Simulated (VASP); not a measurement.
Write the native input for VASP 6.6.1 that does the following.

| Quantity | Value |
| --- | --- |
| Task | relaxation of cell and atoms |
| Functional | PBE |
| Potentials or basis | VASP PAW PBE potentials, release 64 (Nd_3, As, W_sv), 4f in core |
| Cutoff | 500 eV |
| k mesh | 12 × 12 × 4 |
| Occupations | gaussian, width 0.1 eV |
| Spin | no spin polarisation |
| Dipole correction | no |
| Mended | yes |
| Further INCAR settings | ALGO = Normal; EDIFF = 1e-07; IBRION = 2; EDIFFG = -0.01; NSW = 100; ISIF = 3 |

The structure of Nd2As3W lies in POSCAR:

```
Nd2As3W
1.0
    4.0912395589      0.0000000000      0.0000000000
   -2.0456197795      3.5431173910      0.0000000000
    0.0000000000      0.0000000000      9.5542033893
Nd As W
2 3 1
Direct
    0.3333333333      0.6666666667      0.6895667603
    0.6666666667      0.3333333333      0.3104332397
    0.0000000000      0.0000000000      0.5000000000
    0.3333333333      0.6666666667      0.1246014758
    0.6666666667      0.3333333333      0.8753985242
    0.0000000000      0.0000000000      0.0000000000
```

The cell was built from a structure type or drawn by symmetry, and may not be a known phase.

The input as run:

INCAR

```
ALGO = Normal
EDIFF = 1E-7
EDIFFG = -0.01
ENCUT = 500
GGA = PE
GGA_COMPAT = F
IBRION = 2
ISIF = 3
ISMEAR = 0
LASPH = T
LCHARG = F
LMAXMIX = 6
LREAL = F
LWAVE = F
NELM = 200
NELMIN = 4
NSW = 100
PREC = Accurate
SIGMA = 0.1
```

KPOINTS

```
k-points
0
Gamma
  12 12 4
```

Potentials or basis: VASP PAW PBE potentials, release 64 (Nd_3, As, W_sv), 4f in core.

Run with:

```bash
$ cat potpaw_PBE.64/Nd_3/POTCAR potpaw_PBE.64/As/POTCAR potpaw_PBE.64/W_sv/POTCAR > POTCAR
$ mpirun -np 1 vasp_std > vasp.out
```

It gave:

* Relaxed volume: 23.23 Å³/atom
* Relaxed cell: a = 4.098 Å, b = 4.098 Å, c = 9.583 Å, α = 90.00°, β = 90.00°, γ = 120.00°
* Space group after relaxing (to 0.1 Å): P-3m1 (No. 164)
* Energy gained by relaxing: 0.4 meV/atom
* Ionic steps: 5
* Pressure after relaxing: 0.0 GPa
* Largest force after relaxing: 0.004 eV/Å
* Band gap on the k mesh: zero (an odd number of electrons rules out a gap without spin polarisation)

Caveat: spin-orbit coupling is left out, which moves the levels of the heavy elements; the 4f electrons are frozen in the core, so they carry no moment and show no levels.

It took 9 min on 1 thread of Intel(R) Xeon(R) Platinum 8559C (Emerald Rapids), with other jobs on the host, peak memory 0.43 GiB.
